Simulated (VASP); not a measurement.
**CsSi6P8: single point with PBE**

The system is CsSi6P8.

```
Cs Si P
1.0
     0.00000    5.49767    5.49767
     5.49767    0.00000    5.49767
     5.49767    5.49767    0.00000
Cs Si P
1 6 8
Direct
  0.50000 0.50000 0.50000
  0.50000 0.00000 0.50000
  0.50000 0.00000 0.00000
  0.00000 0.00000 0.50000
  0.00000 0.50000 0.00000
  0.00000 0.50000 0.50000
  0.50000 0.50000 0.00000
  0.86582 0.40253 0.86582
  0.13418 0.13418 0.13418
  0.86582 0.86582 0.86582
  0.59747 0.13418 0.13418
  0.86582 0.86582 0.40253
  0.40253 0.86582 0.86582
  0.13418 0.13418 0.59747
  0.13418 0.59747 0.13418
```

The cell was built from a structure type or drawn by symmetry, and may not be a known phase.

```
Program                : VASP 6.6.1
Task                   : single point
Functional             : PBE
Potentials or basis    : VASP PAW PBE potentials, release 64 (Cs_sv, Si, P)
Cutoff                 : 520 eV
k mesh                 : 6 × 6 × 6
Occupations            : gaussian, width 0.1 eV
Spin                   : no spin polarisation
Dipole correction      : no
Further INCAR settings : LREAL = Auto; ALGO = Normal; EDIFF = 1e-06; NBANDS = 50
```

```json
{
 "Pressure": "-0.1 GPa",
 "Largest force": "0.004 eV/Å",
 "Band gap on the k mesh": "zero (an odd number of electrons rules out a gap without spin polarisation)"
}
```

Forces in eV/Å, atoms in the order of the input:
```
Cs   0.000  0.000  0.000
Si   0.000  0.000  0.000
Si   0.000  0.000  0.000
Si   0.000  0.000  0.000
Si   0.000  0.000  0.000
Si   0.000  0.000  0.000
Si   0.000  0.000  0.000
P    0.002 -0.002  0.002
P    0.002  0.002  0.002
P   -0.002 -0.002 -0.002
P    0.002 -0.002 -0.002
P    0.002  0.002 -0.002
P   -0.002  0.002  0.002
P   -0.002 -0.002  0.002
P   -0.002  0.002 -0.002
```

Levels at points of the mesh, in eV from the Fermi level:
```tsv
k point	band 33	band 34	band 35	band 36	band 37	band 38	band 39	band 40
(0.00, 0.00, 0.00)	-0.98	-0.73	-0.50	-0.50	-0.50	0.22	0.22	0.48
(0.50, 0.00, 0.00)	-1.23	-1.03	-1.03	-0.95	0.30	0.30	0.47	0.47
(0.50, 0.50, 0.00)	-1.87	-0.34	-0.34	0.25	0.26	0.42	0.42	0.94
```

Wall time 10 min on 1 thread of Oxide Virtual Turin-like Processor, on a shared host, peak memory 0.52 GiB.

Caveat: spin-orbit coupling is left out, which moves the levels of the heavy elements.
